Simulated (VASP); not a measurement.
# Mg3SO3 in VASP: single point with PBE

Aim: the single point of Mg3SO3 with PBE.

Program: VASP 6.6.1. These are calculated values, not measurements. Logs are shortened: lines on timing, memory, paths and dates and some standing lists are left out, and cuts for length are marked.

### 1 The cell of the first run

The cell holds a slab with vacuum, 7 atoms: a = 3.009 Å, b = 3.009 Å, c = 19.780 Å, α = 90.00°, β = 90.00°, γ = 90.00°.

### 2 Single point, PBE, collinear spin

The input, INCAR:

```
ALGO = Normal
DIPOL = 0.5 0.5 0.346
EDIFF = 1E-7
ENCUT = 520
GGA = PE
IDIPOL = 3
ISIF = 2
ISMEAR = 0
ISPIN = 2
LASPH = True
LCHARG = True
LDIPOL = True
LELF = True
LORBIT = 11
LREAL = False
LVACPOTAV = True
LVHAR = True
LWAVE = False
MAGMOM = 0 0 0 0 0 0 2
NBANDS = 28
NELM = 150
PREC = Accurate
SIGMA = 0.05
```

The input, KPOINTS:

```
k-points
0
Gamma
  9 9 1
```

The input, POSCAR:

```
Mg3SO3
1.0
    3.0085896345      0.0000000000      0.0000000000
    0.0000000000      3.0085896345      0.0000000000
    0.0000000000      0.0000000000     19.7799623498
Mg O S
3 3 1
Direct
    0.5000000000      0.5000000000      0.2022248541
    0.0000000000      0.0000000000      0.3100331121
    0.5000000000      0.5000000000      0.4161289127
    0.0000000000      0.0000000000      0.2022248541
    0.5000000000      0.5000000000      0.3095409237
    0.0000000000      0.0000000000      0.4186035445
    0.2500000000      0.3750000000      0.5606542162
```

Potentials or basis: VASP PAW PBE potentials, release 64 (Mg, O, S).

Started as:

```console
> cat potpaw_PBE.64/Mg/POTCAR potpaw_PBE.64/O/POTCAR potpaw_PBE.64/S/POTCAR > POTCAR
> mpirun -np 1 vasp_std > vasp.out
```

OUTCAR:

```text
EDIFF = 1E-7
   ENCUT = 520
   GGA = PE
   ISIF = 2
   ISMEAR = 0
   ISPIN = 2
   LASPH = True
   LORBIT = 11
   LREAL = False
   NELM = 150
   PREC = Accurate

 ion  position               nearest neighbor table
   1  0.500  0.500  0.202-   5 2.12   4 2.13   4 2.13   4 2.13   4 2.13   2 3.01   2 3.01   2 3.01
                             2 3.01
   2  0.000  0.000  0.310-   5 2.13   5 2.13   5 2.13   5 2.13   4 2.13   6 2.15   3 2.99   3 2.99
                             3 2.99   3 2.99   1 3.01   1 3.01   1 3.01   1 3.01
   3  0.500  0.500  0.416-   5 2.11   6 2.13   6 2.13   6 2.13   6 2.13   7 2.98   2 2.99   2 2.99
                             2 2.99   2 2.99
   4  0.000  0.000  0.202-   1 2.13   1 2.13   1 2.13   1 2.13   2 2.13
   5  0.500  0.500  0.310-   3 2.11   1 2.12   2 2.13   2 2.13   2 2.13   2 2.13
   6  0.000  0.000  0.419-   3 2.13   3 2.13   3 2.13   3 2.13   2 2.15
   7  0.250  0.375  0.561-   3 2.98

  LATTYP: Found a simple tetragonal cell.
 ALAT       =     3.0085896345
 C/A-ratio  =     6.5744966090

  Lattice vectors:

 A1 = (   3.0085896345,   0.0000000000,   0.0000000000)
 A2 = (   0.0000000000,   3.0085896345,   0.0000000000)
 A3 = (   0.0000000000,   0.0000000000,  19.7799623498)

Analysis of symmetry for initial positions (statically):
=====================================================================
 Subroutine PRICEL returns:
 Original cell was already a primitive cell.

 Routine SETGRP: Setting up the symmetry group for a
 simple tetragonal supercell.

 Subroutine GETGRP returns: Found  1 space group operations
 (whereof  1 operations were pure point group operations)
 out of a pool of 16 trial point group operations.

The static configuration has the point symmetry C_1 .

Analysis of symmetry for dynamics (positions and initial velocities):
=====================================================================
 Subroutine PRICEL returns:
 Original cell was already a primitive cell.

 Routine SETGRP: Setting up the symmetry group for a
 simple tetragonal supercell.

 Subroutine GETGRP returns: Found  1 space group operations
 (whereof  1 operations were pure point group operations)
 out of a pool of 16 trial point group operations.

The dynamic configuration has the point symmetry C_1 .

Analysis of structural, dynamic, and magnetic symmetry:
=====================================================================
 Subroutine PRICEL returns:
 Original cell was already a primitive cell.

 Routine SETGRP: Setting up the symmetry group for a
 simple tetragonal supercell.

 Subroutine GETGRP returns: Found  1 space group operations
[... 160 lines left out ...]
  ---------------------------------------------------
  free energy    TOTEN  =       -37.20069660 eV

  energy without entropy =      -37.19763606  energy(sigma->0) =      -37.19916633

 E-fermi :  -1.5200     XC(G=0):  -5.5264

 val. band max:       -1.5441431100   @ k =   0.3333   0.0000   0.0000
 cond. band min:      -1.5041178079   @ k =   0.2222   0.4444   0.0000
 fundamental gap:      0.0400253020
 Fermi energy:        -1.5200294285

 spin component 1

 k-point     1 :       0.0000    0.0000    0.0000
  band No.  band energies     occupation
      1     -18.7731      1.00000
      2     -18.0001      1.00000
      3     -17.6049      1.00000
      4     -14.0049      1.00000
      5      -5.3505      1.00000
      6      -4.4319      1.00000
[... 709 lines left out ...]
     26       9.6212      0.00000
     27       9.6418      0.00000

 [... further k-points ...]

 spin component 2

 k-point     1 :       0.0000    0.0000    0.0000
  band No.  band energies     occupation
      1     -18.7477      1.00000
      2     -17.9529      1.00000
      3     -17.4977      1.00000
      4     -13.5442      1.00000
      5      -5.2888      1.00000
      6      -4.1013      1.00000
[... 709 lines left out ...]
     26       9.6360      0.00000
     27       9.8403      0.00000

 [... further k-points ...]

 [bands above 27 left out]

------------------------ aborting loop because EDIFF is reached ----------------------------------------

  FORCE on cell =-STRESS in cart. coord.  units (eV):
  Direction    XX          YY          ZZ          XY          YZ          ZX
  --------------------------------------------------------------------------------------
  -------------------------------------------------------------------------------------
  Total       -6.6458412     -6.2417369     -0.1151690     -0.0611771     -0.0165285     -0.0170185
  in kB      -59.4715383    -55.8553360     -1.0306109     -0.5474546     -0.1479083     -0.1522931
  external PRESSURE =     -38.7858284 kB  Pullay stress =       0.0000000 kB

 VOLUME and BASIS-vectors are now :
 -----------------------------------------------------------------------------
  energy-cutoff  :      520.00
  volume of cell :      179.04
      direct lattice vectors                 reciprocal lattice vectors
     3.008589634  0.000000000  0.000000000     0.332381654  0.000000000  0.000000000
     0.000000000  3.008589634  0.000000000     0.000000000  0.332381654  0.000000000
     0.000000000  0.000000000 19.779962350     0.000000000  0.000000000  0.050556214

 POSITION                                       TOTAL-FORCE (eV/Angst)
 -----------------------------------------------------------------------------------
      1.50429      1.50429      4.00000         0.000979      0.000583      0.451102
      0.00000      0.00000      6.13244         0.008699      0.008756     -0.018072
      1.50429      1.50429      8.23101        -0.019987     -0.013883      0.700887
      0.00000      0.00000      4.00000         0.002192      0.000952     -0.431694
      1.50429      1.50429      6.12271         0.013113      0.011464     -0.026813
      0.00000      0.00000      8.27996        -0.020120     -0.019543     -0.666469
      0.75215      1.12822     11.08972         0.015124      0.011671     -0.008941
 -----------------------------------------------------------------------------------
    total drift:                                0.000256      0.000112     -0.001574

  FREE ENERGIE OF THE ION-ELECTRON SYSTEM (eV)
  ---------------------------------------------------
  free  energy   TOTEN  =       -37.2006965980 eV

  energy  without entropy=      -37.1976360637  energy(sigma->0) =      -37.19916633

 vacuum level on the upper side and lower side of the slab         5.190         2.809

 total charge

# of ion       s       p       d       tot
------------------------------------------
    1        0.141   0.150   0.062   0.352
    2        0.147   0.171   0.073   0.391
    3        0.138   0.152   0.063   0.354
    4        1.543   3.491   0.000   5.034
    5        1.543   3.541   0.000   5.085
    6        1.549   3.474   0.000   5.023
    7        1.412   2.037   0.000   3.449
--------------------------------------------------
tot          6.473  13.017   0.198  19.688

 magnetization (x)

# of ion       s       p       d       tot
------------------------------------------
    1       -0.000   0.000   0.000   0.000
    2        0.000   0.001   0.001   0.002
    3       -0.001  -0.000   0.000  -0.001
    4       -0.000   0.001   0.000   0.001
    5        0.000   0.010   0.000   0.010
    6        0.002   0.095   0.000   0.097
    7        0.011   0.317   0.000   0.327
--------------------------------------------------
tot          0.012   0.423   0.001   0.436
```

Run time: 5.8 min. Hardware: 1 thread of Intel Xeon 6975P-C (Granite Rapids), shared host; peak memory 0.53 GiB.

Results:

| Property | Result |
| --- | --- |
| Free energy | -37.2007 eV |
| Largest force | 0.701 eV/Å |
| Net moment | 0.66 μB per cell |
| Site moments | Mg +0.00, -0.00 (each value once); O +0.00, +0.01, +0.10; S +0.33 μB |
| Valence electrons inside the program's atomic spheres | Mg 0.35, 0.39 (each value once); O 5.03, 5.08, 5.02; S 3.45 |

Forces in eV/Å, atoms in the order of the input:
```
Mg   0.001  0.001  0.451
Mg   0.009  0.009 -0.018
Mg  -0.020 -0.014  0.701
O    0.002  0.001 -0.432
O    0.013  0.011 -0.027
O   -0.020 -0.020 -0.666
S    0.015  0.012 -0.009
```

Caveat: a moment this small can come from the mesh or the smearing.
